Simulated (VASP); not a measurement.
# Al3B2W (P-4m2) in VASP: notebook

Al3B2W is run at these levels: PBE; tasks: single point.

All numbers are computed with VASP 6.6.1; they aren't measurements. Logs are shortened: lines on timing, memory, paths and dates and some standing lists are left out, and cuts for length are marked.

### Step 1. The cell of the first run

It takes space group P-4m2 (No. 115, tetragonal). Conventional cell: a = 3.518 Å, b = 3.518 Å, c = 5.994 Å, α = 90.00°, β = 90.00°, γ = 90.00°. Within 2.9 Å of Al (site symmetry 2mm) lie 5 B at 2.17 to 2.55 Å and 2 Al at 2.80 Å and 2 W at 2.80 Å. Within 3.2 Å of Al (site symmetry -4m2) lie 4 B at 2.41 Å and 4 W at 2.49 Å and 4 Al at 2.80 Å. Within 2.9 Å of B (site symmetry 2mm) lie 7 Al at 2.17 to 2.55 Å and 2 W at 2.41 Å. Within 3.2 Å of W (site symmetry -4m2) lie 4 B at 2.41 Å and 8 Al at 2.49 to 2.80 Å.

### Step 2. Single point, PBE

File INCAR:

```
SYSTEM = Al3B2W
  PREC = Accurate
  ENCUT = 500
  EDIFF = 1E-6
  ISMEAR = 0
  SIGMA = 0.2
  LREAL = .FALSE.
  LASPH = .TRUE.
  NELM = 120
  ALGO = Normal
  ISIF = 2
  LWAVE = .FALSE.
  LCHARG = .FALSE.
  GGA = PE
  NBANDS = 24
  GGA_COMPAT = .FALSE.
```

File KPOINTS:

```
Automatic mesh
0
G
  5 5 2
  0 0 0
```

File POSCAR:

```
Al3B2W
1.0
    3.5177717724      0.0000000000      0.0000000000
    0.0000000000      3.5177717724      0.0000000000
    0.0000000000      0.0000000000      5.9940001446
Al B W
3 2 1
Direct
    0.0000000000      0.5000000000      0.3644777878
    0.5000000000      0.0000000000      0.6355222122
    0.5000000000      0.5000000000      0.0000000000
    0.0000000000      0.5000000000      0.7260371300
    0.5000000000      0.0000000000      0.2739628700
    0.0000000000      0.0000000000      0.0000000000
```

Potentials or basis: VASP PAW PBE potentials, release 64 (Al, B, W_sv).

On the command line:

```
cat potpaw_PBE.64/Al/POTCAR potpaw_PBE.64/B/POTCAR potpaw_PBE.64/W_sv/POTCAR > POTCAR
mpirun -np 1 vasp_std > vasp.out
```

OUTCAR:

```text
SYSTEM = Al3B2W
   PREC = Accurate
   ENCUT = 500
   EDIFF = 1E-6
   ISMEAR = 0
   LREAL = .FALSE.
   LASPH = .TRUE.
   NELM = 120
   ISIF = 2
   GGA = PE

 ion  position               nearest neighbor table
   1  0.000  0.500  0.364-   4 2.17   5 2.55   5 2.55   5 2.55   5 2.55   6 2.80   3 2.80   6 2.80
                             3 2.80   2 2.97   2 2.97   2 2.97   2 2.97
   2  0.500  0.000  0.636-   5 2.17   4 2.55   4 2.55   4 2.55   4 2.55   3 2.80   6 2.80   6 2.80
                             3 2.80   1 2.97   1 2.97   1 2.97   1 2.97
   3  0.500  0.500  0.000-   4 2.41   5 2.41   5 2.41   4 2.41   6 2.49   6 2.49   6 2.49   6 2.49
                             1 2.80   2 2.80   2 2.80   1 2.80
   4  0.000  0.500  0.726-   1 2.17   3 2.41   6 2.41   6 2.41   3 2.41   2 2.55   2 2.55   2 2.55
                             2 2.55
   5  0.500  0.000  0.274-   2 2.17   3 2.41   6 2.41   3 2.41   6 2.41   1 2.55   1 2.55   1 2.55
                             1 2.55
   6  0.000  0.000  0.000-   4 2.41   5 2.41   4 2.41   5 2.41   3 2.49   3 2.49   3 2.49   3 2.49
                             2 2.80   1 2.80   2 2.80   1 2.80

  LATTYP: Found a simple tetragonal cell.
 ALAT       =     3.5177717724
 C/A-ratio  =     1.7039195640

  Lattice vectors:

 A1 = (   3.5177717724,   0.0000000000,   0.0000000000)
 A2 = (   0.0000000000,   3.5177717724,   0.0000000000)
 A3 = (   0.0000000000,   0.0000000000,   5.9940001446)

Analysis of symmetry for initial positions (statically):
=====================================================================
 Subroutine PRICEL returns:
 Original cell was already a primitive cell.

 Routine SETGRP: Setting up the symmetry group for a
 simple tetragonal supercell.

 Subroutine GETGRP returns: Found  8 space group operations
 (whereof  8 operations were pure point group operations)
 out of a pool of 16 trial point group operations.

The static configuration has the point symmetry D_2d.

Analysis of symmetry for dynamics (positions and initial velocities):
=====================================================================
 Subroutine PRICEL returns:
 Original cell was already a primitive cell.

 Routine SETGRP: Setting up the symmetry group for a
 simple tetragonal supercell.

 Subroutine GETGRP returns: Found  8 space group operations
 (whereof  8 operations were pure point group operations)
 out of a pool of 16 trial point group operations.

The dynamic configuration has the point symmetry D_2d.

 Subroutine INISYM returns: Found  8 space group operations
 (whereof  8 operations are pure point group operations),
 and found     1 'primitive' translations

----------------------------------------------------------------------------------------

                                     Primitive cell

  volume of cell :      74.1741

  direct lattice vectors                    reciprocal lattice vectors
     3.517771772  0.000000000  0.000000000     0.284270858  0.000000000  0.000000000
     0.000000000  3.517771772  0.000000000     0.000000000  0.284270858  0.000000000
     0.000000000  0.000000000  5.994000145     0.000000000  0.000000000  0.166833496

  length of vectors
     3.517771772  3.517771772  5.994000145     0.284270858  0.284270858  0.166833496

  position of ions in fractional coordinates (direct lattice)
     0.000000000  0.500000000  0.364477788
     0.500000000  0.000000000  0.635522212
     0.500000000  0.500000000  0.000000000
     0.000000000  0.500000000  0.726037130
     0.500000000  0.000000000  0.273962870
     0.000000000  0.000000000  0.000000000

  ion indices of the primitive-cell ions
   primitive index   ion index
                 1           1
                 2           2
                 3           3
                 4           4
                 5           5
                 6           6

----------------------------------------------------------------------------------------

 KPOINTS: Automatic mesh

Automatic generation of k-mesh.
 Grid dimensions read from file:
 generate k-points for:    5    5    2

 Generating k-lattice:

  Cartesian coordinates                     Fractional coordinates (reciprocal lattice)
     0.056854172  0.000000000  0.000000000     0.200000000  0.000000000  0.000000000
     0.000000000  0.056854172  0.000000000     0.000000000  0.200000000  0.000000000
     0.000000000  0.000000000  0.083416748     0.000000000  0.000000000  0.500000000

  Length of vectors
     0.056854172  0.056854172  0.083416748

  Shift w.r.t. Gamma in fractional coordinates (k-lattice)
     0.000000000  0.000000000  0.000000000

 Subroutine IBZKPT returns following result:
 ===========================================

 Found     12 irreducible k-points:

 Following reciprocal coordinates:
            Coordinates               Weight
  0.000000  0.000000  0.000000      1.000000
  0.200000  0.000000  0.000000      4.000000
  0.400000  0.000000  0.000000      4.000000
  0.200000  0.200000  0.000000      4.000000
  0.400000  0.200000  0.000000      8.000000
  0.400000  0.400000  0.000000      4.000000
  0.000000  0.000000  0.500000      1.000000
  0.200000  0.000000  0.500000      4.000000
  0.400000  0.000000  0.500000      4.000000
  0.200000  0.200000  0.500000      4.000000
  0.400000  0.200000  0.500000      8.000000
  0.400000  0.400000  0.500000      4.000000
   k-points           NKPTS =     12   k-points in BZ     NKDIM =     12   number of bands    NBANDS=     24
   number of dos      NEDOS =    301   number of ions     NIONS =      6
   total plane-waves  NPLWV =  37632
   dimension x,y,z NGX =    28 NGY =   28 NGZ =   48
   dimension x,y,z NGXF=    56 NGYF=   56 NGZF=   96
   ions per type =               3   2   1
   NGX,Y,Z   is equivalent  to a cutoff of  13.23, 13.23, 13.31 a.u.
   NGXF,Y,Z  is equivalent  to a cutoff of  26.46, 26.46, 26.63 a.u.
 SYSTEM =  Al3B2W
   PREC   = accura    normal or accurate (medium, high low for compatibility)
   ISTART =      0    job   : 0-new  1-cont  2-samecut
   ICHARG =      2    charge: 1-file 2-atom 10-const
   ISPIN  =      1    spin polarized calculation?
   LNONCOLLINEAR =      F non collinear calculations
   LSORBIT =      F    spin-orbit coupling
   LASPH  =      T    aspherical Exc in radial PAW
   ENCUT  =  500.0 eV  36.75 Ry    6.06 a.u.   6.41  6.41 10.93*2*pi/ulx,y,z
   NELM   =    120;   NELMIN=  2; NELMDL= -5     # of ELM steps
   EDIFF  = 0.1E-05   stopping-criterion for ELM
   LREAL  =      F    real-space projection
   EDIFFG = 0.1E-04   stopping-criterion for IOM
   NSW    =      0    number of steps for IOM
   IBRION =     -1    ionic relax: 0-MD 1-quasi-New 2-CG
   NFREE  =      0    steps in history (QN), initial steepest desc. (CG)
   ISIF   =      2    stress and relaxation
   ISYM   =      2    0-nonsym 1-usesym 2-fastsym
   POTIM  = 0.5000    time-step for ionic-motion
   TEBEG  =    0.0;   TEEND  =   0.0 temperature during run
   PSTRESS=    0.0 pullay stress
   NELECT =      29.0000    total number of electrons
   NUPDOWN=      -1.0000    fix difference up-down
   EMIN   =  10.00;   EMAX   =-10.00  energy-range for DOS
   EFERMI =   0.00;   METHOD = LEGACY
   ISMEAR =     0;   SIGMA  =   0.20  broadening in eV -4-tet -1-fermi 0-gaus
   EFERMI_NEDOS =   21; number of points for ismear=-14 and -15
   IALGO  =     38    algorithm
   IMIX   =      4    mixing-type and parameters
     AMIX     =   0.40;   BMIX     =  1.00
     AMIX_MAG =   1.60;   BMIX_MAG =  1.00
  volume/ion in A,a.u.               =      12.36        83.43
  Fermi-wavevector in a.u.,A,eV,Ry     =   1.197081  2.262155 19.497183  1.433003
  Thomas-Fermi vector in A             =   2.333005
   LORBIT       =      0    0 simple, 1 ext, 2 COOP (PROOUT), +10 PAW based schemes
   GGA     = PE    functional components
   LHFCALC =     F    Hartree Fock is set to
   AEXX    =    0.0000 exact exchange contribution
   IVDW    =     0    specifies the selected vdW correction
   LEPSILON=     F    determine dielectric tensor
   LRPA    =     F    only Hartree local field effects (RPA)
 non-spin polarized calculation
 Gauss-broadening in eV      SIGMA  =   0.20
  energy-cutoff  :      500.00
  volume of cell :       74.17
 maximum number of plane-waves:      1918
 NGX is ok and might be reduce to    28
   NGX = 13   NGY = 13   NGZ = 21

 number of electron      28.9999996 magnetization

 Free energy of the ion-electron system (eV)
  ---------------------------------------------------
  ext. energy  EPLUGINS =         0.00000000
  ---------------------------------------------------
  free energy    TOTEN  =       -36.77088305 eV

  energy without entropy =      -36.72757727  energy(sigma->0) =      -36.74923016

 E-fermi :   8.9138     XC(G=0): -11.5026

 val. band max:        8.8223527809   @ k =   0.4000   0.4000   0.5000
 cond. band min:       9.3445120509   @ k =   0.2000   0.2000   0.0000
 fundamental gap:      0.5221592700
 Fermi energy:         8.9137581031

 k-point     1 :       0.0000    0.0000    0.0000
  band No.  band energies     occupation
      1     -64.6968      2.00000
      2     -29.0545      2.00000
      3     -29.0545      2.00000
      4     -28.9324      2.00000
      5      -3.2238      2.00000
      6       0.4809      2.00000
[... 16 lines left out ...]
     23      15.0455      0.00000
     24      17.4249      0.00000

 k-point     2 :       0.2000    0.0000    0.0000
  band No.  band energies     occupation
      1     -64.6961      2.00000
      2     -29.0871      2.00000
      3     -29.0527      2.00000
      4     -28.9292      2.00000
      5      -2.7176      2.00000
      6       0.6806      2.00000
[... 16 lines left out ...]
     23      15.3958      0.00000
     24      16.0028      0.00000
[... 241 lines left out ...]
     23      15.4010      0.00000
     24      16.0696      0.00000

 k-point    12 :       0.4000    0.4000    0.5000
  band No.  band energies     occupation
      1     -64.6931      2.00000
      2     -29.1287      2.00000
      3     -29.1274      2.00000
      4     -28.9161      2.00000
      5       0.9719      2.00000
      6       0.9735      2.00000
[... 16 lines left out ...]
     23      16.3910      0.00000
     24      16.8346      0.00000

------------------------ aborting loop because EDIFF is reached ----------------------------------------

  FORCE on cell =-STRESS in cart. coord.  units (eV):
  Direction    XX          YY          ZZ          XY          YZ          ZX
  --------------------------------------------------------------------------------------
  -------------------------------------------------------------------------------------
  Total        0.1176702      0.1176702      0.0123947      0.0000000      0.0000000      0.0000000
  in kB        2.5417031      2.5417031      0.2677287      0.0000000      0.0000000      0.0000000
  external PRESSURE =       1.7837116 kB  Pullay stress =       0.0000000 kB

 VOLUME and BASIS-vectors are now :
 -----------------------------------------------------------------------------
  energy-cutoff  :      500.00
  volume of cell :       74.17
      direct lattice vectors                 reciprocal lattice vectors
     3.517771772  0.000000000  0.000000000     0.284270858  0.000000000  0.000000000
     0.000000000  3.517771772  0.000000000     0.000000000  0.284270858  0.000000000
     0.000000000  0.000000000  5.994000145     0.000000000  0.000000000  0.166833496

 POSITION                                       TOTAL-FORCE (eV/Angst)
 -----------------------------------------------------------------------------------
      0.00000      1.75889      2.18468         0.000000     -0.000000     -0.016765
      1.75889      0.00000      3.80932         0.000000     -0.000000      0.016765
      1.75889      1.75889      0.00000         0.000000      0.000000      0.000000
      0.00000      1.75889      4.35187         0.000000      0.000000     -0.017861
      1.75889      0.00000      1.64213        -0.000000     -0.000000      0.017861
      0.00000      0.00000      0.00000         0.000000     -0.000000      0.000000
 -----------------------------------------------------------------------------------
    total drift:                               -0.000000     -0.000000     -0.000000

  FREE ENERGIE OF THE ION-ELECTRON SYSTEM (eV)
  ---------------------------------------------------
  free  energy   TOTEN  =       -36.7708830473 eV

  energy  without entropy=      -36.7275772703  energy(sigma->0) =      -36.74923016
```

Run time: 10 s. Hardware: 1 thread of Intel Xeon 6975P-C (Granite Rapids), shared host; peak memory 0.18 GiB.

What came out:

| Quantity | Value |
| --- | --- |
| Free energy | -36.7709 eV |
| Pressure | 0.2 GPa |
| Largest force | 0.018 eV/Å |

Forces on the atoms (eV/Å):
```
Al   0.000  0.000 -0.017
Al   0.000  0.000  0.017
Al   0.000  0.000  0.000
B    0.000  0.000 -0.018
B    0.000  0.000  0.018
W    0.000  0.000  0.000
```

Stress tensor (GPa, compression positive):
```
0.25 0.00 0.00
0.00 0.25 0.00
0.00 0.00 0.03
```

Caveat: the k points lie up to 0.52 Å⁻¹ apart; spin-orbit coupling is left out, which moves the levels of the heavy elements.

[end of part 1 of 2]
